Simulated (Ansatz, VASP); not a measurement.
# MoS2 in VASP and in Ansatz

```
S Mo
1.0
     3.19160    0.00000    0.00000
    -1.59580    2.76401    0.00000
     0.00000    0.00000   54.64800
S Mo
6 3
Direct
  0.66667 0.33333 0.16843
  0.66667 0.33333 0.22440
  0.33333 0.66667 0.27781
  0.33333 0.66667 0.33382
  0.66667 0.33333 0.38722
  0.66667 0.33333 0.44319
  0.33333 0.66667 0.19639
  0.66667 0.33333 0.30581
  0.33333 0.66667 0.41524
```

Alike in both runs: functional LDA; k mesh 12 × 12 × 1; occupations gaussian, width 0.02 eV; no spin polarisation.

Ansatz relaxed the structure, and its values are those at the end. VASP's run is a single point on that final structure, the one shown.

```csv
,VASP,Ansatz
version,VASP 6.6.1,Ansatz 0.2.0
potentials or method,"VASP PAW LDA potentials, release 64 (S, Mo_sv)","scalar-relativistic, plane waves, PAW"
plane-wave cutoff (eV),520,420
valence electrons in the cell,78,78
```

Ansatz gave:

- gap on the k mesh at the Fermi level (eV): 0.70
- least direct gap on the mesh (eV): 1.54
- rms of the force components (eV/Å): 0.000

Problem. What did VASP give for the same quantities?

Solution. gap on the k mesh at the Fermi level (eV): 0.71; least direct gap on the mesh (eV): 1.55; rms of the force components (eV/Å): 0.008.

LDA's correlation is that of Perdew and Zunger in VASP and of Perdew and Wang (1992) in Ansatz. Ansatz's warnings: slab cell height set, xc potential rough in thin density.
